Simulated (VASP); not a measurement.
# CdS (I4mm) in VASP: single point with PBEsol

Aim: the single point of CdS with PBEsol.

Program: VASP 6.6.1. These are calculated values, not measurements. Logs are shortened: lines on timing, memory, paths and dates and some standing lists are left out, and cuts for length are marked.

## Step 1: The cell of the first run

It takes space group I4mm (No. 107, tetragonal). Conventional cell: a = 3.894 Å, b = 3.894 Å, c = 5.506 Å, α = 90.00°, β = 90.00°, γ = 90.00°. Cd (site symmetry 4mm) has 6 S at 2.66 to 2.84 Å within 3.5 Å. S (site symmetry 4mm) has 6 Cd at 2.66 to 2.84 Å within 3.5 Å.

## Step 2: Single point, PBEsol (one atom moved)

INCAR

```
SYSTEM = CdS
PREC = Accurate
ENCUT = 520
EDIFF = 1E-7
ISMEAR = 0
SIGMA = 0.05
LREAL = .False.
LASPH = .True.
NELM = 100
ALGO = Normal
ISIF = 2
LWAVE = .False.
LCHARG = .False.
GGA = PS
NBANDS = 16
```

KPOINTS

```
regular mesh
0
Gamma
  12 12 12
  0 0 0
```

POSCAR

```
CdS
1.0
    0.0000000000      2.7532440000      2.7532440000
    2.7532440000      0.0000000000      2.7532440000
    2.7532440000      2.7532440000      0.0000000000
Cd S
1 1
Direct
    0.0000000000      0.0000000000      0.0000000000
    0.4836556440      0.5163443560      0.5163443560
```

Potentials or basis: VASP PAW PBE potentials, release 64 (Cd, S).

Started as:

```bash
$ cat potpaw_PBE.64/Cd/POTCAR potpaw_PBE.64/S/POTCAR > POTCAR
$ mpirun -np 1 vasp_std > vasp.out
```

OUTCAR:

```text
SYSTEM = CdS
   PREC = Accurate
   ENCUT = 520
   EDIFF = 1E-7
   ISMEAR = 0
   LREAL = .False.
   LASPH = .True.
   NELM = 100
   ISIF = 2
   GGA = PS

 ion  position               nearest neighbor table
   1  0.000  0.000  0.000-   2 2.66   2 2.75   2 2.75   2 2.75   2 2.75   2 2.84
   2  0.484  0.516  0.516-   1 2.66   1 2.75   1 2.75   1 2.75   1 2.75   1 2.84

  LATTYP: Found a face centered cubic cell.
 ALAT       =     5.5064880000

  Lattice vectors:

 A1 = (   0.0000000000,   2.7532440000,   2.7532440000)
 A2 = (   2.7532440000,   0.0000000000,   2.7532440000)
 A3 = (   2.7532440000,   2.7532440000,   0.0000000000)

Analysis of symmetry for initial positions (statically):
=====================================================================
 Subroutine PRICEL returns:
 Original cell was already a primitive cell.

 Routine SETGRP: Setting up the symmetry group for a
 face centered cubic supercell.

 Subroutine GETGRP returns: Found  8 space group operations
 (whereof  8 operations were pure point group operations)
 out of a pool of 48 trial point group operations.

The static configuration has the point symmetry C_4v.

Analysis of symmetry for dynamics (positions and initial velocities):
=====================================================================
 Subroutine PRICEL returns:
 Original cell was already a primitive cell.

 Routine SETGRP: Setting up the symmetry group for a
 face centered cubic supercell.

 Subroutine GETGRP returns: Found  8 space group operations
 (whereof  8 operations were pure point group operations)
 out of a pool of 48 trial point group operations.

The dynamic configuration has the point symmetry C_4v.

 Subroutine INISYM returns: Found  8 space group operations
 (whereof  8 operations are pure point group operations),
 and found     1 'primitive' translations

----------------------------------------------------------------------------------------

                                     Primitive cell

  volume of cell :      41.7411

  direct lattice vectors                    reciprocal lattice vectors
     0.000000000  2.753244000  2.753244000    -0.181603955  0.181603955  0.181603955
     2.753244000  0.000000000  2.753244000     0.181603955 -0.181603955  0.181603955
     2.753244000  2.753244000  0.000000000     0.181603955  0.181603955 -0.181603955

  length of vectors
     3.893675005  3.893675005  3.893675005     0.314547277  0.314547277  0.314547277

  position of ions in fractional coordinates (direct lattice)
     0.000000000  0.000000000  0.000000000
     0.483655644  0.516344356  0.516344356

  ion indices of the primitive-cell ions
   primitive index   ion index
                 1           1
                 2           2

[... 76 lines left out ...]
   NFREE  =      0    steps in history (QN), initial steepest desc. (CG)
   ISIF   =      2    stress and relaxation
   ISYM   =      2    0-nonsym 1-usesym 2-fastsym
   POTIM  = 0.5000    time-step for ionic-motion
   TEBEG  =    0.0;   TEEND  =   0.0 temperature during run
   PSTRESS=    0.0 pullay stress
   NELECT =      18.0000    total number of electrons
   NUPDOWN=      -1.0000    fix difference up-down
   EMIN   =  10.00;   EMAX   =-10.00  energy-range for DOS
   EFERMI =   0.00;   METHOD = LEGACY
   ISMEAR =     0;   SIGMA  =   0.05  broadening in eV -4-tet -1-fermi 0-gaus
   EFERMI_NEDOS =   21; number of points for ismear=-14 and -15
   IALGO  =     38    algorithm
   IMIX   =      4    mixing-type and parameters
     AMIX     =   0.40;   BMIX     =  1.00
     AMIX_MAG =   1.60;   BMIX_MAG =  1.00
  volume/ion in A,a.u.               =      20.87       140.84
  Fermi-wavevector in a.u.,A,eV,Ry     =   1.236833  2.337275 20.813583  1.529755
  Thomas-Fermi vector in A             =   2.371425
   LORBIT       =      0    0 simple, 1 ext, 2 COOP (PROOUT), +10 PAW based schemes
   GGA     = PS    functional components
   LHFCALC =     F    Hartree Fock is set to
   AEXX    =    0.0000 exact exchange contribution
   IVDW    =     0    specifies the selected vdW correction
   LEPSILON=     F    determine dielectric tensor
   LRPA    =     F    only Hartree local field effects (RPA)
 non-spin polarized calculation
 Gauss-broadening in eV      SIGMA  =   0.05
  energy-cutoff  :      520.00
  volume of cell :       41.74
 maximum number of plane-waves:      1158
 NGX is ok and might be reduce to    30
   NGX = 15   NGY = 15   NGZ = 15

 number of electron      18.0000005 magnetization

 Free energy of the ion-electron system (eV)
  ---------------------------------------------------
  ext. energy  EPLUGINS =         0.00000000
  ---------------------------------------------------
  free energy    TOTEN  =        -6.61522785 eV

  energy without entropy =       -6.61519124  energy(sigma->0) =       -6.61520955

 E-fermi :   2.7076     XC(G=0): -10.5067

 val. band max:        2.6181918243   @ k =   0.0000  -0.2500   0.1667
 cond. band min:       2.7612332635   @ k =   0.5000   0.5000   0.0000
 fundamental gap:      0.1430414392
 Fermi energy:         2.7075973211

 k-point     1 :       0.0000    0.0000    0.0000
  band No.  band energies     occupation
      1     -10.0732      2.00000
      2      -4.9544      2.00000
      3      -4.9423      2.00000
      4      -4.9423      2.00000
      5      -4.9375      2.00000
      6      -4.9360      2.00000
[... 433 lines left out ...]
      3      -5.1030      2.00000
      4      -5.0047      2.00000
      5      -4.8400      2.00000
      6      -4.7942      2.00000
[... 8 lines left out ...]
     15      13.8666      0.00000
     16      14.6119      0.00000

 [... further k-points ...]

------------------------ aborting loop because EDIFF is reached ----------------------------------------

  FORCE on cell =-STRESS in cart. coord.  units (eV):
  Direction    XX          YY          ZZ          XY          YZ          ZX
  --------------------------------------------------------------------------------------
  -------------------------------------------------------------------------------------
  Total       -0.8524444     -1.0410432     -1.0410432     -0.0000000      0.0000000      0.0000000
  in kB      -32.7199418    -39.9590581    -39.9590581     -0.0000000      0.0000000      0.0000000
  external PRESSURE =     -37.5460193 kB  Pullay stress =       0.0000000 kB

 VOLUME and BASIS-vectors are now :
 -----------------------------------------------------------------------------
  energy-cutoff  :      520.00
  volume of cell :       41.74
      direct lattice vectors                 reciprocal lattice vectors
     0.000000000  2.753244000  2.753244000    -0.181603955  0.181603955  0.181603955
     2.753244000  0.000000000  2.753244000     0.181603955 -0.181603955  0.181603955
     2.753244000  2.753244000  0.000000000     0.181603955  0.181603955 -0.181603955

 POSITION                                       TOTAL-FORCE (eV/Angst)
 -----------------------------------------------------------------------------------
      0.00000      0.00000      0.00000         0.104854      0.000000      0.000000
      2.84324      2.75324      2.75324        -0.104854      0.000000      0.000000
 -----------------------------------------------------------------------------------
    total drift:                                0.000071      0.000000      0.000000

  FREE ENERGIE OF THE ION-ELECTRON SYSTEM (eV)
  ---------------------------------------------------
  free  energy   TOTEN  =        -6.6152278548 eV

  energy  without entropy=       -6.6151912354  energy(sigma->0) =       -6.61520955
```

stdout:

```text
POSCAR found type information on POSCAR CdS
 POSCAR found :  2 types and       2 ions
 scaLAPACK will be used
 -----------------------------------------------------------------------------
|                                                                             |
|                                                                             |
|     You enforced a specific xc type in the INCAR file but a different       |
|     I HOPE YOU KNOW WHAT YOU ARE DOING!                                     |
|                                                                             |
 -----------------------------------------------------------------------------

 LDA part: xc-table for (Slater+PW92), standard interpolation
 POSCAR, INCAR and KPOINTS ok, starting setup
 FFT: planning ... GRIDC
 FFT: planning ... GRID_SOFT
 FFT: planning ... GRID
 WAVECAR not read
 entering main loop
```

It took 4 min on 1 thread of Intel Xeon 8259CL, shared host; peak memory 0.25 GiB.

Results:

- Free energy: -6.6152 eV
- Pressure: -3.8 GPa
- Largest force: 0.105 eV/Å
- Band gap on the k mesh: 0.14 eV (least direct gap 1.41 eV)

Forces in eV/Å, atoms in the order of the input:
```
Cd   0.105  0.000  0.000
S   -0.105  0.000  0.000
```

Stress tensor (GPa, compression positive):
```
-3.27  0.00  0.00
 0.00 -4.00  0.00
 0.00  0.00 -4.00
```

Caveat: the cell differs from its parent crystal (one atom moved); the cell stands under tension; semilocal functionals underestimate gaps, and a narrow one can read as zero; the PAW data sets were made with another functional, which shifts forces and pressure a little. A k mesh can miss the band edges.
